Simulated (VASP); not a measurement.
# Al (P6_3/mmc) in VASP: a series of runs

Runs on Al. Level: PBE. Tasks: relaxation of shape and atoms at fixed volume.

All numbers are computed with VASP 6.6.1; they aren't measurements. Logs are shortened: lines on timing, memory, paths and dates and some standing lists are left out, and cuts for length are marked.

## Step 1: The cell of the first run

The structure is hexagonal, space group P6_3/mmc (No. 194). Conventional cell: a = 2.793 Å, b = 2.793 Å, c = 4.631 Å, α = 90.00°, β = 90.00°, γ = 120.00°. Within 3.7 Å of Al (site symmetry -6m2) lie 12 Al at 2.79 to 2.82 Å.

This isn't the form of Al at room conditions, which is fcc.

## Step 2: Relaxation of shape and atoms at fixed volume, PBE (15.64 Å³/atom)

File INCAR:

```
SYSTEM = Al
PREC = Accurate
ENCUT = 600
EDIFF = 1E-6
ISMEAR = 0
SIGMA = 0.1
LREAL = .False.
LASPH = .True.
NELM = 60
ALGO = Fast
ISIF = 4
LWAVE = .False.
LCHARG = .False.
GGA = PE
IBRION = 2
NSW = 50
EDIFFG = -0.01
```

File KPOINTS:

```
Automatic mesh
0
Gamma
  22 22 12
  0 0 0
```

File POSCAR:

```
Al
1.0
    1.3963212422     -2.4184545731      0.0000000000
    1.3963212422      2.4184545731      0.0000000000
    0.0000000000      0.0000000000      4.6314643102
Al
2
Direct
    0.3333280162      0.6666719838      0.7500000000
    0.6666719838      0.3333280162      0.2500000000
```

Potentials or basis: VASP PAW PBE potentials, release 64 (Al).

On the command line:

```console
$ cat potpaw_PBE.64/Al/POTCAR > POTCAR
$ mpirun -np 1 vasp_std > vasp.out
```

OUTCAR:

```text
SYSTEM = Al
   PREC = Accurate
   ENCUT = 600
   EDIFF = 1E-6
   ISMEAR = 0
   LREAL = .False.
   LASPH = .True.
   NELM = 60
   ISIF = 4
   GGA = PE
   IBRION = 2
   NSW = 50
   EDIFFG = -0.01

 ion  position               nearest neighbor table
   1  0.333  0.667  0.750-   2 2.82   2 2.82   2 2.82   2 2.82   2 2.82   2 2.82
   2  0.667  0.333  0.250-   1 2.82   1 2.82   1 2.82   1 2.82   1 2.82   1 2.82

  LATTYP: Found a base centered orthorhombic cell.
 ALAT       =     2.7926424844
 B/A-ratio  =     1.7320187504
 C/A-ratio  =     1.6584522853

  Lattice vectors:

 A1 = (   1.3963212422,  -2.4184545731,   0.0000000000)
 A2 = (   1.3963212422,   2.4184545731,   0.0000000000)
 A3 = (   0.0000000000,   0.0000000000,   4.6314643102)

Analysis of symmetry for initial positions (statically):
=====================================================================
 Subroutine PRICEL returns:
 Original cell was already a primitive cell.

 Routine SETGRP: Setting up the symmetry group for a
 base centered orthorhombic supercell.

 Subroutine GETGRP returns: Found  8 space group operations
 (whereof  4 operations were pure point group operations)
 out of a pool of  8 trial point group operations.

The static configuration has the point symmetry C_2h.
 The point group associated with its full space group is D_2h.

Analysis of symmetry for dynamics (positions and initial velocities):
=====================================================================
 Subroutine PRICEL returns:
 Original cell was already a primitive cell.

 Routine SETGRP: Setting up the symmetry group for a
 base centered orthorhombic supercell.

 Subroutine GETGRP returns: Found  8 space group operations
 (whereof  4 operations were pure point group operations)
 out of a pool of  8 trial point group operations.

The dynamic configuration has the point symmetry C_2h.
 The point group associated with its full space group is D_2h.

 Subroutine INISYM returns: Found  8 space group operations
 (whereof  4 operations are pure point group operations),
 and found     1 'primitive' translations

----------------------------------------------------------------------------------------

                                     Primitive cell

  volume of cell :      31.2803

  direct lattice vectors                    reciprocal lattice vectors
     1.396321242 -2.418454573  0.000000000     0.358083788 -0.206743598  0.000000000
     1.396321242  2.418454573  0.000000000     0.358083788  0.206743598  0.000000000
     0.000000000  0.000000000  4.631464310     0.000000000  0.000000000  0.215914435

  length of vectors
     2.792603719  2.792603719  4.631464310     0.413481456  0.413481456  0.215914435

  position of ions in fractional coordinates (direct lattice)
     0.333328016  0.666671984  0.750000000
     0.666671984  0.333328016  0.250000000

  ion indices of the primitive-cell ions
   primitive index   ion index
                 1           1
                 2           2

----------------------------------------------------------------------------------------

 KPOINTS: Automatic mesh

Automatic generation of k-mesh.
 Grid dimensions read from file:
 generate k-points for:   22   22   12

 Generating k-lattice:

  Cartesian coordinates                     Fractional coordinates (reciprocal lattice)
     0.016276536 -0.009397436  0.000000000     0.045454545 -0.000000000  0.000000000
     0.016276536  0.009397436  0.000000000    -0.000000000  0.045454545  0.000000000
     0.000000000  0.000000000  0.017992870     0.000000000  0.000000000  0.083333333

  Length of vectors
     0.018794612  0.018794612  0.017992870

  Shift w.r.t. Gamma in fractional coordinates (k-lattice)
     0.000000000  0.000000000  0.000000000

 Subroutine IBZKPT returns following result:
 ===========================================

 Found    931 irreducible k-points:

 Following reciprocal coordinates:
            Coordinates               Weight
  0.000000  0.000000  0.000000      1.000000
  0.045455  0.000000  0.000000      4.000000
  0.090909  0.000000  0.000000      4.000000
  0.136364 -0.000000  0.000000      4.000000
  0.181818  0.000000  0.000000      4.000000
  0.227273 -0.000000  0.000000      4.000000
[... 16 lines left out ...]
  0.500000  0.045455  0.000000      4.000000
 -0.454545  0.045455  0.000000      4.000000
 [... further k-points ...]
   k-points           NKPTS =    931   k-points in BZ     NKDIM =    931   number of bands    NBANDS=      7
   number of dos      NEDOS =    301   number of ions     NIONS =      2
   total plane-waves  NPLWV =  23040
   dimension x,y,z NGX =    24 NGY =   24 NGZ =   40
   dimension x,y,z NGXF=    48 NGYF=   48 NGZF=   80
   ions per type =               2
   NGX,Y,Z   is equivalent  to a cutoff of  14.29, 14.29, 14.36 a.u.
   NGXF,Y,Z  is equivalent  to a cutoff of  28.57, 28.57, 28.72 a.u.
 SYSTEM =  Al
   PREC   = accura    normal or accurate (medium, high low for compatibility)
   ISTART =      0    job   : 0-new  1-cont  2-samecut
   ICHARG =      2    charge: 1-file 2-atom 10-const
   ISPIN  =      1    spin polarized calculation?
   LNONCOLLINEAR =      F non collinear calculations
   LSORBIT =      F    spin-orbit coupling
   LASPH  =      T    aspherical Exc in radial PAW
   ENCUT  =  600.0 eV  44.10 Ry    6.64 a.u.   5.58  5.58  9.25*2*pi/ulx,y,z
   NELM   =     60;   NELMIN=  2; NELMDL= -5     # of ELM steps
   EDIFF  = 0.1E-05   stopping-criterion for ELM
   LREAL  =      F    real-space projection
   EDIFFG = -.1E-01   stopping-criterion for IOM
   NSW    =     50    number of steps for IOM
   IBRION =      2    ionic relax: 0-MD 1-quasi-New 2-CG
   NFREE  =      1    steps in history (QN), initial steepest desc. (CG)
   ISIF   =      4    stress and relaxation
   ISYM   =      2    0-nonsym 1-usesym 2-fastsym
   POTIM  = 0.5000    time-step for ionic-motion
   TEBEG  =    0.0;   TEEND  =   0.0 temperature during run
   PSTRESS=    0.0 pullay stress
   NELECT =       6.0000    total number of electrons
   NUPDOWN=      -1.0000    fix difference up-down
   EMIN   =  10.00;   EMAX   =-10.00  energy-range for DOS
   EFERMI =   0.00;   METHOD = LEGACY
   ISMEAR =     0;   SIGMA  =   0.10  broadening in eV -4-tet -1-fermi 0-gaus
   EFERMI_NEDOS =   21; number of points for ismear=-14 and -15
   IALGO  =     68    algorithm
   IMIX   =      4    mixing-type and parameters
     AMIX     =   0.40;   BMIX     =  1.00
     AMIX_MAG =   1.60;   BMIX_MAG =  1.00
  volume/ion in A,a.u.               =      15.64       105.55
  Fermi-wavevector in a.u.,A,eV,Ry     =   0.944136  1.784159 12.128144  0.891393
  Thomas-Fermi vector in A             =   2.071912
   LORBIT       =      0    0 simple, 1 ext, 2 COOP (PROOUT), +10 PAW based schemes
   GGA     = PE    functional components
   LHFCALC =     F    Hartree Fock is set to
   AEXX    =    0.0000 exact exchange contribution
   IVDW    =     0    specifies the selected vdW correction
   LEPSILON=     F    determine dielectric tensor
   LRPA    =     F    only Hartree local field effects (RPA)
 conjugate gradient relaxation of ions
 non-spin polarized calculation
 RMM-DIIS sequential band-by-band and
 Gauss-broadening in eV      SIGMA  =   0.10
  energy-cutoff  :      600.00
  volume of cell :       31.28
 maximum number of plane-waves:      1075
   NGX = 11   NGY = 11   NGZ = 19

--------------------------------------- Ionic step        1  -------------------------------------------

 number of electron       6.0000000 magnetization

 Free energy of the ion-electron system (eV)
  ---------------------------------------------------
  ext. energy  EPLUGINS =         0.00000000
  ---------------------------------------------------
  free energy    TOTEN  =        -7.39933919 eV

  energy without entropy =       -7.39552319  energy(sigma->0) =       -7.39743119

------------------------ aborting loop because EDIFF is reached ----------------------------------------

  FORCE on cell =-STRESS in cart. coord.  units (eV):
  Direction    XX          YY          ZZ          XY          YZ          ZX
  --------------------------------------------------------------------------------------
  -------------------------------------------------------------------------------------
  Total        1.0563376      1.0566626      0.9864766      0.0000000      0.0000000      0.0000000
  in kB       54.1055411     54.1221843     50.5272647      0.0000000      0.0000000      0.0000000
  external PRESSURE =      52.9183300 kB  Pullay stress =       0.0000000 kB

 VOLUME and BASIS-vectors are now :
 -----------------------------------------------------------------------------
  energy-cutoff  :      600.00
  volume of cell :       31.28
      direct lattice vectors                 reciprocal lattice vectors
     1.396321242 -2.418454573  0.000000000     0.358083788 -0.206743598  0.000000000
     1.396321242  2.418454573  0.000000000     0.358083788  0.206743598  0.000000000
     0.000000000  0.000000000  4.631464310     0.000000000  0.000000000  0.215914435

 POSITION                                       TOTAL-FORCE (eV/Angst)
 -----------------------------------------------------------------------------------
      1.39632      0.80618      3.47360         0.000000     -0.000056      0.000000
      1.39632     -0.80618      1.15787         0.000000      0.000056      0.000000
 -----------------------------------------------------------------------------------
    total drift:                               -0.000000     -0.000000      0.000000

  FREE ENERGIE OF THE ION-ELECTRON SYSTEM (eV)
  ---------------------------------------------------
  free  energy   TOTEN  =        -7.3993391943 eV

  energy  without entropy=       -7.3955231902  energy(sigma->0) =       -7.39743119

--------------------------------------- Ionic step        2  -------------------------------------------

 number of electron       6.0000000 magnetization

 Free energy of the ion-electron system (eV)
  ---------------------------------------------------
  ext. energy  EPLUGINS =         0.00000000
  ---------------------------------------------------
  free energy    TOTEN  =        -7.39938334 eV

  energy without entropy =       -7.39555553  energy(sigma->0) =       -7.39746943

 E-fermi :   8.5733     XC(G=0): -10.3935

 val. band max:        8.5640015265   @ k =   0.2273   0.2273   0.1667
 cond. band min:       8.5973640078   @ k =   0.2273   0.2273   0.0833
 fundamental gap:      0.0333624813
 Fermi energy:         8.5733075939

 k-point     1 :       0.0000    0.0000    0.0000
  band No.  band energies     occupation
      1      -2.9423      2.00000
      2       3.6875      2.00000
      3       3.9399      2.00000
      4      19.8243      0.00000
      5      19.8246      0.00000
      6      20.0349      0.00000
      7      20.0352      0.00000

 k-point     2 :       0.0455    0.0000    0.0000
  band No.  band energies     occupation
      1      -2.8902      2.00000
      2       3.7358      2.00000
      3       3.9907      2.00000
      4      18.4798      0.00000
      5      18.9957      0.00000
      6      19.9944      0.00000
      7      20.9475      0.00000

 k-point     3 :       0.0909    0.0000    0.0000
  band No.  band energies     occupation
      1      -2.7337      2.00000
      2       3.8807      2.00000
      3       4.1427      2.00000
      4      16.7373      0.00000
      5      18.1580      0.00000
      6      19.3948      0.00000
      7      21.6449      0.00000
[... 191 lines left out ...]
 k-point    23 :       0.5000    0.0455    0.0000
  band No.  band energies     occupation
      1       2.7210      2.00000
      2       3.8108      2.00000
      3       8.9499      0.00000
      4       9.4508      0.00000
      5      10.2946      0.00000
      6      10.6325      0.00000
      7      13.8348      0.00000

 k-point    24 :      -0.4545    0.0455    0.0000
  band No.  band energies     occupation
      1       1.7224      2.00000
      2       4.9612      2.00000
      3       8.0641      2.00000
      4       8.6121      0.58318
      5      11.3736      0.00000
      6      11.6219      0.00000
      7      13.9654      0.00000

 [... further k-points ...]
[... 5 lines left out ...]
  --------------------------------------------------------------------------------------
  -------------------------------------------------------------------------------------
  Total        1.0356006      1.0357655      1.0213472      0.0000000      0.0000000      0.0000000
  in kB       53.0433911     53.0518376     52.3133347      0.0000000      0.0000000      0.0000000
  external PRESSURE =      52.8028545 kB  Pullay stress =       0.0000000 kB

 VOLUME and BASIS-vectors are now :
 -----------------------------------------------------------------------------
  energy-cutoff  :      600.00
  volume of cell :       31.28
      direct lattice vectors                 reciprocal lattice vectors
     1.397102370 -2.419826456  0.000000000     0.357883582 -0.206626388  0.000000000
     1.397102370  2.419826456  0.000000000     0.357883582  0.206626388 -0.000000000
     0.000000000  0.000000000  4.626250565     0.000000000  0.000000000  0.216157769

 POSITION                                       TOTAL-FORCE (eV/Angst)
 -----------------------------------------------------------------------------------
      1.39710      0.80663      3.46969         0.000000     -0.000052      0.000000
      1.39710     -0.80663      1.15656         0.000000      0.000052      0.000000
 -----------------------------------------------------------------------------------
    total drift:                               -0.000000     -0.000000      0.000000

  FREE ENERGIE OF THE ION-ELECTRON SYSTEM (eV)
  ---------------------------------------------------
  free  energy   TOTEN  =        -7.3993833413 eV

  energy  without entropy=       -7.3955555269  energy(sigma->0) =       -7.39746943

 reached required accuracy - stopping structural energy minimisation
```

It took 5.1 min on 1 thread of Intel Xeon 8259CL, shared host; peak memory 0.35 GiB.

What came out:

```yaml
Free_energy: -7.3994 eV
Energy_gained_by_relaxing: 0.0 meV/atom
Ionic_steps: 2
Pressure_after_relaxing: 5.3 GPa
Band_gap_on_the_k_mesh: zero (bands 3 and 4 overlap by 7.46 eV)
```

Final structure:
```
Al
1.0
     1.39710   -2.41983    0.00000
     1.39710    2.41983    0.00000
     0.00000    0.00000    4.62625
Al
2
Cartesian
  1.3971 0.8066 3.4697
  1.3971 -0.8066 1.1566
```

## Step 3: Relaxation of shape and atoms at fixed volume, PBE (16.14 Å³/atom)

This run uses another cell than the first one, of 16.14 Å³/atom.

File INCAR:

```
ALGO = Fast
EDIFF = 1E-7
EDIFFG = -0.01
ENCUT = 600
GGA = PE
IBRION = 2
ISIF = 4
ISMEAR = 0
LASPH = True
LCHARG = False
LREAL = False
LWAVE = False
NELM = 100
NSW = 50
PREC = Accurate
SIGMA = 0.1
```

File KPOINTS:

```
k-points
0
Gamma
  22 22 12
```

File POSCAR:

```
Al
1.0
    1.4110204407     -2.4439138606      0.0000000000
    1.4110204407      2.4439138606      0.0000000000
    0.0000000000      0.0000000000      4.6802201490
Al
2
Direct
    0.3333280162      0.6666719838      0.7500000000
    0.6666719838      0.3333280162      0.2500000000
```

Potentials or basis: VASP PAW PBE potentials, release 64 (Al).

On the command line:

```console
$ cat potpaw_PBE.64/Al/POTCAR > POTCAR
$ mpirun -np 1 vasp_std > vasp.out
```

OUTCAR:

```text
EDIFF = 1E-7
   EDIFFG = -0.01
   ENCUT = 600
   GGA = PE
   IBRION = 2
   ISIF = 4
   ISMEAR = 0
   LASPH = True
   LREAL = False
   NELM = 100
   NSW = 50
   PREC = Accurate

 ion  position               nearest neighbor table
   1  0.333  0.667  0.750-   2 2.85   2 2.85   2 2.85   2 2.85   2 2.85   2 2.85
   2  0.667  0.333  0.250-   1 2.85   1 2.85   1 2.85   1 2.85   1 2.85   1 2.85

  LATTYP: Found a base centered orthorhombic cell.
 ALAT       =     2.8220408814
 B/A-ratio  =     1.7320187505
 C/A-ratio  =     1.6584522853

  Lattice vectors:

[... 426 lines left out ...]
      6      11.2013      0.00000
      7      13.4694      0.00000

 [... further k-points ...]
[... 5 lines left out ...]
  --------------------------------------------------------------------------------------
  -------------------------------------------------------------------------------------
  Total        0.4972872      0.4975937      0.4710591      0.0000000      0.0000000      0.0000000
  in kB       24.6832514     24.6984659     23.3813984      0.0000000      0.0000000      0.0000000
  external PRESSURE =      24.2543719 kB  Pullay stress =       0.0000000 kB

 VOLUME and BASIS-vectors are now :
 -----------------------------------------------------------------------------
  energy-cutoff  :      600.00
  volume of cell :       32.28
      direct lattice vectors                 reciprocal lattice vectors
     1.411020441 -2.443913861  0.000000000     0.354353478 -0.204589862  0.000000000
     1.411020441  2.443913861  0.000000000     0.354353478  0.204589862  0.000000000
     0.000000000  0.000000000  4.680220149     0.000000000  0.000000000  0.213665163

 POSITION                                       TOTAL-FORCE (eV/Angst)
 -----------------------------------------------------------------------------------
      1.41102      0.81466      3.51017         0.000000     -0.000052      0.000000
      1.41102     -0.81466      1.17006         0.000000      0.000052      0.000000
 -----------------------------------------------------------------------------------
    total drift:                               -0.000000     -0.000000      0.000000

  FREE ENERGIE OF THE ION-ELECTRON SYSTEM (eV)
  ---------------------------------------------------
  free  energy   TOTEN  =        -7.4231507698 eV

  energy  without entropy=       -7.4193302488  energy(sigma->0) =       -7.42124051

 reached required accuracy - stopping structural energy minimisation
```

OSZICAR:

```text
N       E                     dE             d eps       ncg     rms          rms(c)
DAV:   1     0.892435721021E+00    0.89244E+00   -0.25813E+03 13041   0.760E+02
DAV:   2    -0.738368643517E+01   -0.82761E+01   -0.78873E+01 17507   0.542E+01
DAV:   3    -0.747208627076E+01   -0.88400E-01   -0.84195E-01 18669   0.671E+00
DAV:   4    -0.747242260441E+01   -0.33633E-03   -0.33558E-03 18235   0.370E-01
DAV:   5    -0.747242378041E+01   -0.11760E-05   -0.11753E-05 18662   0.181E-02    0.186E+00
RMM:   6    -0.744364010796E+01    0.28784E-01   -0.27545E-03 13034   0.436E-01    0.109E+00
RMM:   7    -0.742319298008E+01    0.20447E-01   -0.83254E-03 13034   0.726E-01    0.152E-01
RMM:   8    -0.742314936322E+01    0.43617E-04   -0.30800E-04 13034   0.172E-01    0.159E-02
RMM:   9    -0.742315217636E+01   -0.28131E-05   -0.46315E-05 13034   0.660E-02    0.188E-02
RMM:  10    -0.742315303914E+01   -0.86279E-06   -0.84784E-06 13034   0.293E-02    0.315E-02
RMM:  11    -0.742315141039E+01    0.16288E-05   -0.18618E-06 13034   0.121E-02    0.373E-02
RMM:  12    -0.742315082082E+01    0.58957E-06   -0.42660E-07 12154   0.629E-03    0.129E-02
RMM:  13    -0.742315076982E+01    0.51007E-07   -0.12991E-07 10537   0.289E-03
   1 F= -.74231508E+01 E0= -.74212405E+01  d E =-.742315E+01
```

CONTCAR:

```text
Al
   1.00000000000000
     1.4110204407000000   -2.4439138605999999    0.0000000000000000
     1.4110204407000000    2.4439138605999999    0.0000000000000000
     0.0000000000000000    0.0000000000000000    4.6802201490000002
  Al
     2
Direct
     0.3333280161999994    0.6666719838000006    0.7500000000000000
     0.6666719838000006    0.3333280161999994    0.2500000000000000

  0.00000000E+00  0.00000000E+00  0.00000000E+00
  0.00000000E+00  0.00000000E+00  0.00000000E+00
```

Run time: 4.7 min. Hardware: 1 thread of Intel Xeon 8259CL, shared host; peak memory 0.35 GiB.

Results:

* Free energy: -7.4232 eV
* Pressure after relaxing: 2.4 GPa
* Band gap on the k mesh: zero (bands 3 and 4 overlap by 7.34 eV)

Stress tensor (GPa, compression positive):
```
2.47 0.00 0.00
0.00 2.47 0.00
0.00 0.00 2.34
```

Final structure:
```xyz
2
Lattice="1.4110 -2.4439 0.0000 1.4110 2.4439 0.0000 0.0000 0.0000 4.6802" Properties=species:S:1:pos:R:3 pbc="T T T"
Al    1.4110    0.8147    3.5102
Al    1.4110   -0.8147    1.1701
```

The gap in the log of VASP goes by the Fermi energy; the results here count the filled bands.